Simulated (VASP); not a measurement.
Input of a VASP 6.6.1 run:

File POSCAR:

```
LiH
1.0
    3.2548234142      0.0000000000      0.0000000000
   -1.6274117071      2.8187597615      0.0000000000
    0.0000000000      0.0000000000      4.0690682565
Li H
2 2
Direct
    0.3333333333      0.6666666667      0.2500000000
    0.6666666667      0.3333333333      0.7500000000
    0.6666666667      0.3333333333      0.2500000000
    0.3333333333      0.6666666667      0.7500000000
```

Contents of INCAR.step1:

```
SYSTEM = LiH
ALGO = Normal ; EDIFF = 1E-5
ENCUT = 520 ; GGA = PE
ISIF = 2 ; ISMEAR = 0
LASPH = .TRUE. ; LCHARG = .FALSE.
LREAL = .FALSE. ; LWAVE = .TRUE.
NBANDS = 12 ; NELM = 100
PREC = Accurate ; SIGMA = 0.01
```

The input INCAR.step2:

```
SYSTEM = LiH
AEXX = 0.05 ; ALGO = Normal
EDIFF = 1E-6 ; ENCUT = 520
GGA = PE ; ISIF = 2
ISMEAR = 0 ; ISTART = 1
LASPH = .TRUE. ; LCHARG = .FALSE.
LHFCALC = .TRUE. ; LREAL = .FALSE.
LWAVE = .FALSE. ; NBANDS = 12
NELM = 100 ; PREC = Accurate
PRECFOCK = Normal ; SIGMA = 0.01
```

KPOINTS

```
k-points
0
G
  6 6 4
  0 0 0
```

Potentials or basis: VASP PAW PBE potentials, release 64 (Li_sv, H).

The run is started by

```sh
$ cat potpaw_PBE.64/Li_sv/POTCAR potpaw_PBE.64/H/POTCAR > POTCAR
$ cp INCAR.step1 INCAR
$ mpirun -np 1 vasp_std > vasp.out
$ cp INCAR.step2 INCAR
$ mpirun -np 1 vasp_std > vasp.out
```

Task: Estimate the band gap on the k mesh.

Result: 2.15 eV (least direct gap 3.41 eV).

 A k mesh can miss the band edges.
